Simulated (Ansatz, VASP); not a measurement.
# One calculation of Nb, two programs

POSCAR

```
Nb
1.0
   -1.6511317439      1.6511317439      1.6511317439
    1.6511317439     -1.6511317439      1.6511317439
    1.6511317439      1.6511317439     -1.6511317439
Nb
1
Direct
    0.0000000000      0.0000000000      0.0000000000
```

File INCAR.step1:

```
PREC = Accurate
ENCUT = 520
ISMEAR = -1
SIGMA = 0.03
LREAL = F
LASPH = T
NELM = 80
NBANDS = 12
GGA = PE
ALGO = Normal
EDIFF = 1E-4
LWAVE = T
LCHARG = F
```

Contents of INCAR.step2:

```
PREC = Accurate
ENCUT = 520
EDIFF = 1E-6
ISMEAR = -1
SIGMA = 0.03
LREAL = F
LASPH = T
NELM = 80
ALGO = Normal
ISIF = 2
LWAVE = F
LCHARG = F
METAGGA = R2SCAN
LMIXTAU = T
NBANDS = 12
ISTART = 1
```

File KPOINTS:

```
regular mesh
0
Gamma
  13 13 13
```

Input for Ansatz:

```yaml
crystal:
  lattice:
    - [-1.6511317439, 1.6511317439, 1.6511317439]
    - [1.6511317439, -1.6511317439, 1.6511317439]
    - [1.6511317439, 1.6511317439, -1.6511317439]
  atoms:
    - { symbol: Nb, position: [0.0, 0.0, 0.0] }
hamiltonian:
  xc: r2scan
  pseudopotentials:
    kind: paw
    azcp:
      Nb: "pseudopotentials/Nb.paw.azcp"
basis:
  ecutwfc: 500
  fft_grid_basis: typed
kpoints:
  mp_grid: { grid: [13, 13, 13], shift: [0, 0, 0] }
magnetization:
  spin_polarized: false
scf:
  occupations: { method: fermi_dirac, width: 0.03 }
  lower_state_search: "off"
output:
  stress: true
  write_density: true
  write_potential: true
  elf: true
  volumetric_format: npy
```

Alike in both runs: task single point; functional r2SCAN; k mesh 13 × 13 × 13; occupations fermi-dirac, width 0.03 eV; no spin polarisation.

|  | VASP | Ansatz |
| --- | --- | --- |
| version | VASP 6.6.1 | Ansatz 0.2.0 |
| potentials or method | VASP PAW PBE potentials, release 64 (Nb_sv), cutoff 520 eV | plane waves (500 eV) with PAW, scalar-relativistic |
| valence electrons in the cell | 13 | 13 |

Ansatz gave:

```
pressure (GPa) : -0.5
```

Estimate VASP's values.

pressure (GPa): -0.7.

VASP's potentials were made for PBE, not for r2SCAN.
